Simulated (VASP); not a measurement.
# SiC (P6_3mc) in VASP: further runs

SiC is run at these levels: PBEsol; tasks: single point.

All numbers are computed with VASP 6.6.1; they aren't measurements. Logs are shortened: lines on timing, memory, paths and dates and some standing lists are left out, and cuts for length are marked.

## (1) The cell of the first run

The structure is hexagonal, space group P6_3mc (No. 186). The conventional cell has a = 3.076 Å, b = 3.076 Å, c = 10.071 Å, α = 90.00°, β = 90.00°, γ = 120.00°. Si (site symmetry 3m) has 4 C at 1.88 to 1.89 Å within 2.5 Å. Within 2.5 Å of Si (site symmetry 3m) lie 4 C at 1.88 to 1.89 Å. C (site symmetry 3m) has 4 Si at 1.88 to 1.89 Å within 2.5 Å. C (site symmetry 3m) has 4 Si at 1.88 to 1.89 Å within 2.5 Å.

## (2) Single point, PBEsol

INCAR

```
ALGO     = Normal         # electronic algorithm
EDIFF    = 1E-7           # SCF threshold, eV
ENCUT    = 520            # plane-wave cutoff, eV
GGA      = PS             # functional
ISIF     = 2              # what is computed and relaxed
ISMEAR   = -1             # smearing method
LASPH    = True           # aspherical terms in the spheres
LCHARG   = False          # write CHGCAR
LREAL    = False          # projectors in reciprocal space
LWAVE    = False          # write WAVECAR
NBANDS   = 26             # bands
NELM     = 100            # most SCF steps
PREC     = Accurate       # precision mode
SIGMA    = 0.05           # smearing width, eV
```

KPOINTS

```
k-points
0
Gamma
  10 10 3
```

POSCAR

```
SiC
1.0
    3.0756941497      0.0000000000      0.0000000000
   -1.5378470748      2.6636292679      0.0000000000
    0.0000000000      0.0000000000     10.0706464800
Si C
4 4
Direct
    0.0000000000      0.0000000000      0.1878943800
    0.0000000000      0.0000000000      0.6878943800
    0.3333333333      0.6666666667      0.4378419800
    0.6666666667      0.3333333333      0.9378419800
    0.0000000000      0.0000000000      0.0004600500
    0.0000000000      0.0000000000      0.5004600500
    0.3333333333      0.6666666667      0.2498025900
    0.6666666667      0.3333333333      0.7498025900
```

Potentials or basis: VASP PAW PBE potentials, release 64 (Si, C).

On the command line:

```
$ cat potpaw_PBE.64/Si/POTCAR potpaw_PBE.64/C/POTCAR > POTCAR
$ mpirun -np 1 vasp_std > vasp.out
```

OUTCAR:

```text
EDIFF = 1E-7
   ENCUT = 520
   GGA = PS
   ISIF = 2
   ISMEAR = -1
   LASPH = True
   LREAL = False
   NELM = 100
   PREC = Accurate

 ion  position               nearest neighbor table
   1  0.000  0.000  0.188-   7 1.88   7 1.88   7 1.88   5 1.89   3 3.08   3 3.08   3 3.08   4 3.08
                             4 3.08   4 3.08
   2  0.000  0.000  0.688-   8 1.88   8 1.88   8 1.88   6 1.89   4 3.08   4 3.08   4 3.08   3 3.08
                             3 3.08   3 3.08
   3  0.333  0.667  0.438-   6 1.88   6 1.88   6 1.88   7 1.89   1 3.08   1 3.08   1 3.08   2 3.08
                             2 3.08   2 3.08
   4  0.667  0.333  0.938-   5 1.88   5 1.88   5 1.88   8 1.89   2 3.08   2 3.08   2 3.08   1 3.08
                             1 3.08   1 3.08
   5  0.000  0.000  0.000-   4 1.88   4 1.88   4 1.88   1 1.89
   6  0.000  0.000  0.500-   3 1.88   3 1.88   3 1.88   2 1.89
   7  0.333  0.667  0.250-   1 1.88   1 1.88   1 1.88   3 1.89
   8  0.667  0.333  0.750-   2 1.88   2 1.88   2 1.88   4 1.89

  LATTYP: Found a hexagonal cell.
 ALAT       =     3.0756941497
 C/A-ratio  =     3.2742678530

  Lattice vectors:

 A1 = (   3.0756941497,   0.0000000000,   0.0000000000)
 A2 = (  -1.5378470748,   2.6636292679,   0.0000000000)
 A3 = (   0.0000000000,   0.0000000000,  10.0706464800)

Analysis of symmetry for initial positions (statically):
=====================================================================
 Subroutine PRICEL returns:
 Original cell was already a primitive cell.

 Routine SETGRP: Setting up the symmetry group for a
 hexagonal supercell.

 Subroutine GETGRP returns: Found 12 space group operations
 (whereof  6 operations were pure point group operations)
 out of a pool of 24 trial point group operations.

The static configuration has the point symmetry C_3v.
 The point group associated with its full space group is C_6v.

Analysis of symmetry for dynamics (positions and initial velocities):
=====================================================================
 Subroutine PRICEL returns:
 Original cell was already a primitive cell.

 Routine SETGRP: Setting up the symmetry group for a
 hexagonal supercell.

 Subroutine GETGRP returns: Found 12 space group operations
 (whereof  6 operations were pure point group operations)
 out of a pool of 24 trial point group operations.

The dynamic configuration has the point symmetry C_3v.
 The point group associated with its full space group is C_6v.

 Subroutine INISYM returns: Found 12 space group operations
 (whereof  6 operations are pure point group operations),
 and found     1 'primitive' translations

----------------------------------------------------------------------------------------

                                     Primitive cell

  volume of cell :      82.5039

  direct lattice vectors                    reciprocal lattice vectors
     3.075694150  0.000000000  0.000000000     0.325129857  0.187713811  0.000000000
    -1.537847075  2.663629268  0.000000000     0.000000000  0.375427621  0.000000000
     0.000000000  0.000000000 10.070646480     0.000000000  0.000000000  0.099298491

  length of vectors
     3.075694150  3.075694150 10.070646480     0.375427621  0.375427621  0.099298491

  position of ions in fractional coordinates (direct lattice)
     0.000000000  0.000000000  0.187894380
     0.000000000  0.000000000  0.687894380
     0.333333333  0.666666667  0.437841980
     0.666666667  0.333333333  0.937841980
     0.000000000  0.000000000  0.000460050
     0.000000000  0.000000000  0.500460050
     0.333333333  0.666666667  0.249802590
     0.666666667  0.333333333  0.749802590

  ion indices of the primitive-cell ions
   primitive index   ion index
                 1           1
                 2           2
                 3           3
                 4           4
                 5           5
                 6           6
                 7           7
                 8           8

----------------------------------------------------------------------------------------

 KPOINTS: k-points

Automatic generation of k-mesh.
 Grid dimensions read from file:
 generate k-points for:   10   10    3

 Generating k-lattice:

  Cartesian coordinates                     Fractional coordinates (reciprocal lattice)
     0.032512986  0.018771381  0.000000000     0.100000000  0.000000000  0.000000000
     0.000000000  0.037542762  0.000000000     0.000000000  0.100000000  0.000000000
     0.000000000  0.000000000  0.033099497     0.000000000  0.000000000  0.333333333

  Length of vectors
     0.037542762  0.037542762  0.033099497

  Shift w.r.t. Gamma in fractional coordinates (k-lattice)
     0.000000000  0.000000000  0.000000000

 Subroutine IBZKPT returns following result:
 ===========================================

 Found     28 irreducible k-points:

 Following reciprocal coordinates:
            Coordinates               Weight
  0.000000  0.000000  0.000000      1.000000
  0.100000  0.000000  0.000000      6.000000
  0.200000  0.000000  0.000000      6.000000
  0.300000  0.000000  0.000000      6.000000
  0.400000  0.000000  0.000000      6.000000
  0.500000  0.000000  0.000000      3.000000
[... 16 lines left out ...]
  0.300000  0.100000  0.333333     24.000000
  0.400000  0.100000  0.333333     24.000000
 [... further k-points ...]
   k-points           NKPTS =     28   k-points in BZ     NKDIM =     28   number of bands    NBANDS=     26
   number of dos      NEDOS =    301   number of ions     NIONS =      8
   total plane-waves  NPLWV =  46080
   dimension x,y,z NGX =    24 NGY =   24 NGZ =   80
   dimension x,y,z NGXF=    48 NGYF=   48 NGZF=  160
   ions per type =               4   4
   NGX,Y,Z   is equivalent  to a cutoff of  12.97, 12.97, 13.21 a.u.
   NGXF,Y,Z  is equivalent  to a cutoff of  25.94, 25.94, 26.41 a.u.
 SYSTEM =  unknown system
   PREC   = accura    normal or accurate (medium, high low for compatibility)
   ISTART =      0    job   : 0-new  1-cont  2-samecut
   ICHARG =      2    charge: 1-file 2-atom 10-const
   ISPIN  =      1    spin polarized calculation?
   LNONCOLLINEAR =      F non collinear calculations
   LSORBIT =      F    spin-orbit coupling
   LASPH  =      T    aspherical Exc in radial PAW
   ENCUT  =  520.0 eV  38.22 Ry    6.18 a.u.   5.72  5.72 18.72*2*pi/ulx,y,z
   NELM   =    100;   NELMIN=  2; NELMDL= -5     # of ELM steps
   EDIFF  = 0.1E-06   stopping-criterion for ELM
   LREAL  =      F    real-space projection
   EDIFFG = 0.1E-05   stopping-criterion for IOM
   NSW    =      0    number of steps for IOM
   IBRION =     -1    ionic relax: 0-MD 1-quasi-New 2-CG
   NFREE  =      0    steps in history (QN), initial steepest desc. (CG)
   ISIF   =      2    stress and relaxation
   ISYM   =      2    0-nonsym 1-usesym 2-fastsym
   POTIM  = 0.5000    time-step for ionic-motion
   TEBEG  =    0.0;   TEEND  =   0.0 temperature during run
   PSTRESS=    0.0 pullay stress
   NELECT =      32.0000    total number of electrons
   NUPDOWN=      -1.0000    fix difference up-down
   EMIN   =  10.00;   EMAX   =-10.00  energy-range for DOS
   EFERMI =   0.00;   METHOD = LEGACY
   ISMEAR =    -1;   SIGMA  =   0.05  broadening in eV -4-tet -1-fermi 0-gaus
   EFERMI_NEDOS =   21; number of points for ismear=-14 and -15
   IALGO  =     38    algorithm
   IMIX   =      4    mixing-type and parameters
     AMIX     =   0.40;   BMIX     =  1.00
     AMIX_MAG =   1.60;   BMIX_MAG =  1.00
  volume/ion in A,a.u.               =      10.31        69.60
  Fermi-wavevector in a.u.,A,eV,Ry     =   1.193897  2.256138 19.393597  1.425389
  Thomas-Fermi vector in A             =   2.329900
   LORBIT       =      0    0 simple, 1 ext, 2 COOP (PROOUT), +10 PAW based schemes
   GGA     = PS    functional components
   LHFCALC =     F    Hartree Fock is set to
   AEXX    =    0.0000 exact exchange contribution
   IVDW    =     0    specifies the selected vdW correction
   LEPSILON=     F    determine dielectric tensor
   LRPA    =     F    only Hartree local field effects (RPA)
 non-spin polarized calculation
  energy-cutoff  :      520.00
  volume of cell :       82.50
 maximum number of plane-waves:      2248
 NGX is ok and might be reduce to    24
   NGX = 11   NGY = 11   NGZ = 37

 number of electron      32.0000000 magnetization

 Free energy of the ion-electron system (eV)
  ---------------------------------------------------
  ext. energy  EPLUGINS =         0.00000000
  ---------------------------------------------------
  free energy    TOTEN  =       -63.67062510 eV

  energy without entropy =      -63.67062510  energy(sigma->0) =      -63.67062510

 E-fermi :   9.1375     XC(G=0): -11.5157

 val. band max:        8.1598997646   @ k =   0.0000   0.0000   0.0000
 cond. band min:      10.2685373750   @ k =   0.5000   0.0000   0.0000
 fundamental gap:      2.1086376105
 Fermi energy:         9.1375422352

 k-point     1 :       0.0000    0.0000    0.0000
  band No.  band energies     occupation
      1      -7.3669      2.00000
      2      -6.1812      2.00000
      3      -6.1450      2.00000
      4      -3.7526      2.00000
      5      -0.5326      2.00000
      6       3.7482      2.00000
[... 18 lines left out ...]
     25      15.5059      0.00000
     26      16.1553      0.00000

 k-point     2 :       0.1000    0.0000    0.0000
  band No.  band energies     occupation
      1      -7.1922      2.00000
      2      -6.0122      2.00000
      3      -5.9752      2.00000
      4      -3.6051      2.00000
      5      -0.3715      2.00000
      6       3.8008      2.00000
[... 18 lines left out ...]
     25      15.6957      0.00000
     26      15.9540      0.00000

 k-point     3 :       0.2000    0.0000    0.0000
  band No.  band energies     occupation
      1      -6.6744      2.00000
      2      -5.5140      2.00000
      3      -5.4741      2.00000
      4      -3.1827      2.00000
      5       0.0906      2.00000
      6       3.5722      2.00000
[... 18 lines left out ...]
     25      16.2376      0.00000
     26      16.5735      0.00000

 k-point     4 :       0.3000    0.0000    0.0000
  band No.  band energies     occupation
      1      -5.8377      2.00000
      2      -4.7234      2.00000
      3      -4.6761      2.00000
      4      -2.5833      2.00000
      5       0.6931      2.00000
      6       1.9701      2.00000
[... 18 lines left out ...]
     25      16.7048      0.00000
     26      17.1506      0.00000

 k-point     5 :       0.4000    0.0000    0.0000
  band No.  band energies     occupation
      1      -4.7573      2.00000
      2      -3.7786      2.00000
      3      -3.7034      2.00000
      4      -2.2099      2.00000
      5       0.2383      2.00000
      6       0.6364      2.00000
[... 18 lines left out ...]
     25      16.8705      0.00000
     26      17.3869      0.00000

 k-point     6 :       0.5000    0.0000    0.0000
  band No.  band energies     occupation
      1      -3.9057      2.00000
      2      -3.3690      2.00000
      3      -3.1095      2.00000
      4      -2.3740      2.00000
      5      -0.4539      2.00000
      6      -0.1443      2.00000
[... 427 lines left out ...]
 k-point    21 :       0.1000    0.1000    0.3333
  band No.  band energies     occupation
      1      -6.7109      2.00000
      2      -6.3104      2.00000
      3      -4.7971      2.00000
      4      -3.8520      2.00000
      5       0.6693      2.00000
      6       2.1679      2.00000
[... 18 lines left out ...]
     25      16.2210      0.00000
     26      16.2311      0.00000

 k-point    22 :       0.2000    0.1000    0.3333
  band No.  band energies     occupation
      1      -6.0351      2.00000
      2      -5.6436      2.00000
      3      -4.1779      2.00000
      4      -3.2845      2.00000
      5       1.0968      2.00000
      6       2.1753      2.00000
[... 18 lines left out ...]
     25      16.4782      0.00000
     26      16.7198      0.00000

 k-point    23 :       0.3000    0.1000    0.3333
  band No.  band energies     occupation
      1      -5.0727      2.00000
      2      -4.7030      2.00000
      3      -3.3616      2.00000
      4      -2.6129      2.00000
      5       0.8237      2.00000
      6       1.1052      2.00000
[... 18 lines left out ...]
     25      16.3994      0.00000
     26      17.4159      0.00000

 k-point    24 :       0.4000    0.1000    0.3333
  band No.  band energies     occupation
      1      -3.9946      2.00000
      2      -3.7012      2.00000
      3      -2.7866      2.00000
      4      -2.4113      2.00000
      5      -0.0408      2.00000
      6       0.3232      2.00000
[... 18 lines left out ...]
     25      16.0640      0.00000
     26      16.9546      0.00000

 [... further k-points ...]
[... 5 lines left out ...]
  --------------------------------------------------------------------------------------
  -------------------------------------------------------------------------------------
  Total        0.4408215      0.4408215      0.3765596      0.0000000      0.0000000      0.0000000
  in kB        8.5604995      8.5604995      7.3125697      0.0000000      0.0000000      0.0000000
  external PRESSURE =       8.1445229 kB  Pullay stress =       0.0000000 kB

 VOLUME and BASIS-vectors are now :
 -----------------------------------------------------------------------------
  energy-cutoff  :      520.00
  volume of cell :       82.50
      direct lattice vectors                 reciprocal lattice vectors
     3.075694150  0.000000000  0.000000000     0.325129857  0.187713811  0.000000000
    -1.537847075  2.663629268  0.000000000     0.000000000  0.375427621  0.000000000
     0.000000000  0.000000000 10.070646480     0.000000000  0.000000000  0.099298491

 POSITION                                       TOTAL-FORCE (eV/Angst)
 -----------------------------------------------------------------------------------
      0.00000      0.00000      1.89222        -0.000000     -0.000000      0.002199
      0.00000      0.00000      6.92754         0.000000     -0.000000      0.002199
     -0.00000      1.77575      4.40935         0.000000     -0.000000     -0.004501
      1.53785      0.88788      9.44468        -0.000000      0.000000     -0.004501
      0.00000      0.00000      0.00463         0.000000     -0.000000     -0.001511
      0.00000      0.00000      5.03996         0.000000      0.000000     -0.001511
     -0.00000      1.77575      2.51567         0.000000     -0.000000      0.003813
      1.53785      0.88788      7.55100        -0.000000      0.000000      0.003813
 -----------------------------------------------------------------------------------
    total drift:                               -0.000000     -0.000000     -0.000024

  FREE ENERGIE OF THE ION-ELECTRON SYSTEM (eV)
  ---------------------------------------------------
  free  energy   TOTEN  =       -63.6706251004 eV

  energy  without entropy=      -63.6706251003  energy(sigma->0) =      -63.67062510
```

Run time: 22 s. Hardware: 1 thread of Intel Xeon 6975P-C (Granite Rapids), shared host; peak memory 0.21 GiB.

Results:

```yaml
Free_energy: -63.6706 eV
Pressure: 0.8 GPa
Largest_force: 0.005 eV/Å
Band_gap_on_the_k_mesh: 2.11 eV, indirect (least direct gap 3.24 eV)
```

Forces on the atoms (eV/Å):
```
Si   0.000  0.000  0.002
Si   0.000  0.000  0.002
Si   0.000  0.000 -0.005
Si   0.000  0.000 -0.005
C    0.000  0.000 -0.002
C    0.000  0.000 -0.002
C    0.000  0.000  0.004
C    0.000  0.000  0.004
```

Caveat: the PAW data sets were made with another functional, which shifts forces and pressure a little. As with any semilocal functional, this PBEsol gap is likely too small.

## (3) Single point, PBEsol

INCAR

```
SYSTEM = SiC
  PREC = Accurate
  ENCUT = 520
  EDIFF = 1E-6
  ISMEAR = -1
  SIGMA = 0.05
  LREAL = .False.
  LASPH = .True.
  NELM = 60
  ALGO = Normal
  ISIF = 2
  LWAVE = .False.
  LCHARG = .True.
  GGA = PS
  LELF = .True.
  LVHAR = .True.
  NBANDS = 26
```

KPOINTS

```
Automatic mesh
0
Gamma
  10 10 3
  0 0 0
```

POSCAR is that of step 2.

Potentials or basis: VASP PAW PBE potentials, release 64 (Si, C).

On the command line:

```
$ cat potpaw_PBE.64/Si/POTCAR potpaw_PBE.64/C/POTCAR > POTCAR
$ mpirun -np 1 vasp_std > vasp.out
```

Wall time 21 s (1 thread of Intel Xeon 6975P-C (Granite Rapids), shared host); peak memory 0.21 GiB.

The run converged. Its results:

| Property | Result |
| --- | --- |
| Free energy | -63.6706 eV |
| Pressure | 0.8 GPa |
| Largest force | 0.005 eV/Å |
| Band gap on the k mesh | 2.11 eV, indirect (least direct gap 3.24 eV) |

Forces on the atoms (eV/Å):
```
Si   0.000  0.000  0.002
Si   0.000  0.000  0.002
Si   0.000  0.000 -0.005
Si   0.000  0.000 -0.005
C    0.000  0.000 -0.002
C    0.000  0.000 -0.002
C    0.000  0.000  0.004
C    0.000  0.000  0.004
```

Stress tensor (GPa, compression positive):
```
0.85 0.00 0.00
0.00 0.85 0.00
0.00 0.00 0.73
```

Levels at points of the mesh, in eV from the valence-band top:
```csv
k point,band 14,band 15,band 16,band 17,band 18,band 19
"(0.00, 0.00, 0.00)",-0.05,0.00,0.00,5.05,5.63,6.27
"(0.50, 0.00, 0.00)",-2.24,-1.59,-1.13,2.11,2.24,4.12
```

Caveat: the PAW data sets were made with another functional, which shifts forces and pressure a little. A k mesh can miss the band edges.
